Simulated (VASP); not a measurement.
# P (P4/mmm) in VASP: notebook, part 2 of 2

VASP 6.6.1. Earlier steps stand in the parts before.

## Step 4: Electric field gradients, PBEsol (81.53 Å³/atom)

This run uses another cell than the first one, of 81.53 Å³/atom.

Input file INCAR:

```
ALGO = Normal ; EDIFF = 1E-8
ENCUT = 400 ; GGA = PS
GGA_COMPAT = False ; ISIF = 2
ISMEAR = -1 ; LASPH = True
LCHARG = False ; LEFG = True
LREAL = False ; LWAVE = False
NBANDS = 8 ; NELM = 120
PREC = Accurate ; SIGMA = 0.08
```

Input file KPOINTS:

```
k-points
0
Gamma
  10 10 9
```

Input file POSCAR:

```
P
1.0
    4.3012030652      0.0000000000      0.0000000000
    0.0000000000      4.3012030652      0.0000000000
    0.0000000000      0.0000000000      4.4069942224
P
1
Direct
    0.0000000000      0.0000000000      0.0000000000
```

Potentials or basis: VASP PAW PBE potentials, release 64 (P).

The run is started by

```bash
$ cat potpaw_PBE.64/P/POTCAR > POTCAR
$ mpirun -np 1 vasp_std > vasp.out
```

OUTCAR:

```text
EDIFF = 1E-8
   ENCUT = 400
   GGA = PS
   ISIF = 2
   ISMEAR = -1
   LASPH = True
   LREAL = False
   NELM = 120
   PREC = Accurate

 ion  position               nearest neighbor table
   1  0.000  0.000  0.000-

  LATTYP: Found a simple tetragonal cell.
 ALAT       =     4.3012030652
 C/A-ratio  =     1.0245957132

  Lattice vectors:

 A1 = (   4.3012030652,   0.0000000000,   0.0000000000)
 A2 = (   0.0000000000,   4.3012030652,   0.0000000000)
 A3 = (   0.0000000000,   0.0000000000,   4.4069942224)

Analysis of symmetry for initial positions (statically):
=====================================================================
 Subroutine PRICEL returns:
 Original cell was already a primitive cell.

 Routine SETGRP: Setting up the symmetry group for a
 simple tetragonal supercell.

 Subroutine GETGRP returns: Found 16 space group operations
 (whereof 16 operations were pure point group operations)
 out of a pool of 16 trial point group operations.

The static configuration has the point symmetry D_4h.

Analysis of symmetry for dynamics (positions and initial velocities):
=====================================================================
 Subroutine PRICEL returns:
 Original cell was already a primitive cell.

 Routine SETGRP: Setting up the symmetry group for a
 simple tetragonal supercell.

 Subroutine GETGRP returns: Found 16 space group operations
 (whereof 16 operations were pure point group operations)
 out of a pool of 16 trial point group operations.

The dynamic configuration has the point symmetry D_4h.

[... 142 lines left out ...]

 E-fermi :  -3.1182     XC(G=0):  -4.9870

 val. band max:       -3.1268073106   @ k =   0.4000   0.3000   0.4444
 cond. band min:      -3.1161194477   @ k =   0.2000   0.0000   0.1111
 fundamental gap:      0.0106878629
 Fermi energy:        -3.1182342086

 k-point     1 :       0.0000    0.0000    0.0000
  band No.  band energies     occupation
      1     -11.8393      2.00000
      2      -2.6911      0.00955
      3      -2.5861      0.00258
      4      -2.5861      0.00258
      5       1.4867      0.00000
      6       4.3083      0.00000
      7       4.3883      0.00000
      8       8.8442      0.00000
[... 243 lines left out ...]
 k-point    24 :       0.2000    0.0000    0.1111
  band No.  band energies     occupation
      1     -11.7703      2.00000
      2      -3.1161      0.98678
      3      -2.8031      0.03818
      4      -2.5263      0.00122
      5       2.2239      0.00000
      6       4.6460      0.00000
      7       4.9572      0.00000
      8       6.9198      0.00000

 [... further k-points ...]
[... 5 lines left out ...]
  --------------------------------------------------------------------------------------
  -------------------------------------------------------------------------------------
  Total       -1.9151748     -1.9151748     -1.6831072      0.0000000      0.0000000      0.0000000
  in kB      -37.6354088    -37.6354088    -33.0750097      0.0000000      0.0000000      0.0000000
  external PRESSURE =     -36.1152758 kB  Pullay stress =       0.0000000 kB

 VOLUME and BASIS-vectors are now :
 -----------------------------------------------------------------------------
  energy-cutoff  :      400.00
  volume of cell :       81.53
      direct lattice vectors                 reciprocal lattice vectors
     4.301203065  0.000000000  0.000000000     0.232493092  0.000000000  0.000000000
     0.000000000  4.301203065  0.000000000     0.000000000  0.232493092  0.000000000
     0.000000000  0.000000000  4.406994222     0.000000000  0.000000000  0.226912029

 POSITION                                       TOTAL-FORCE (eV/Angst)
 -----------------------------------------------------------------------------------
      0.00000      0.00000      0.00000         0.000000      0.000000      0.000000
 -----------------------------------------------------------------------------------
    total drift:                               -0.000000      0.000000     -0.000000

  FREE ENERGIE OF THE ION-ELECTRON SYSTEM (eV)
  ---------------------------------------------------
  free  energy   TOTEN  =        -1.1691715888 eV

  energy  without entropy=       -1.0933642679  energy(sigma->0) =       -1.13126793

 Electric field gradients (V/A^2)
---------------------------------------------------------------------
 ion       V_xx      V_yy      V_zz      V_xy      V_xz      V_yz
---------------------------------------------------------------------
   1       0.385     0.385    -0.770     0.000     0.000     0.000
---------------------------------------------------------------------

 Electric field gradients after diagonalization (V/A^2)
 (convention: |V_zz| > |V_xx| > |V_yy|)
----------------------------------------------------------------------
 ion       V_xx      V_yy      V_zz     asymmetry (V_yy - V_xx)/ V_zz
----------------------------------------------------------------------
   1       0.385     0.385    -0.770       0.000
----------------------------------------------------------------------

           NMR quadrupolar parameters

 Cq : quadrupolar parameter    Cq=e*Q*V_zz/h
 eta: asymmetry parameters     (V_yy - V_xx)/ V_zz
 Q  : nuclear electric quadrupole moment in mb (millibarn)
----------------------------------------------------------------------
 ion       Cq(MHz)       eta       Q (mb)
----------------------------------------------------------------------
   1      -0.002       0.000       1.000
----------------------------------------------------------------------
```

It took 61 s on 1 thread of Intel Xeon 8259CL, shared host; peak memory 0.18 GiB.

Results:

```yaml
Free_energy: -1.1692 eV
Pressure: -3.6 GPa
Band_gap_on_the_k_mesh: zero (an odd number of electrons rules out a gap without spin polarisation)
Largest_electric_field_gradient_by_atom: P -0.8 V/Å²
```

Levels at points of the mesh, in eV from the Fermi level:
| k point | band 1 | band 2 | band 3 | band 4 | band 5 | band 6 | band 7 |
| --- | --- | --- | --- | --- | --- | --- | --- |
| (0.00, 0.00, 0.00) | -8.72 | 0.43 | 0.53 | 0.53 | 4.60 | 7.43 | 7.51 |
| (0.50, 0.00, 0.00) | -8.56 | -0.81 | 0.57 | 0.67 | 6.47 | 7.50 | 8.16 |
| (0.50, 0.50, 0.00) | -8.41 | -0.52 | -0.52 | 0.70 | 5.87 | 8.07 | 9.64 |

Electric field gradients, principal values (V/Å²):
```tsv
atom	least	middle	greatest (by size)
1 P	0.385	0.385	-0.770
```

Caveat: the cell stands under tension; without QUAD_EFG the Cq values of the log hold for a quadrupole moment of 1 mb, not for the nuclei; the PAW data sets were made with another functional, which shifts forces and pressure a little.
